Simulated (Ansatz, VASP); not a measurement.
## MnS in VASP and in Ansatz

```
Mn S
1.0
     0.00000    2.47346    2.47346
     2.47346    0.00000    2.47346
     2.47346    2.47346    0.00000
Mn S
1 1
Direct
  0.00000 0.00000 0.00000
  0.75000 0.75000 0.75000
```

Alike in both runs: task single point; functional PBE; k mesh 9 × 9 × 9; occupations gaussian, width 0.025 eV; collinear spin.

|  | VASP | Ansatz |
| --- | --- | --- |
| version | VASP 6.6.1 | Ansatz 0.2.0 |
| potentials or method | VASP PAW PBE potentials, release 64 (Mn_pv, S), cutoff 520 eV | all-electron LAPW, scalar-relativistic |

VASP gave:

* gap on the k mesh at the Fermi level (eV): none
* pressure (GPa): 3.0
* net moment per atom (μB): 0.11
* size of the moment on the site where the two differ most (μB): 0.22

Which values does Ansatz return?

gap on the k mesh at the Fermi level (eV): none; pressure (GPa): 2.9; net moment per atom (μB): 0.11; size of the moment on the site where the two differ most (μB): 0.21.

Site moments also hang on the region over which each program counts them. A gap of «none» marks a metal or a gap that the smearing closes. Ansatz ran all-electron here, and VASP with PAW potentials.
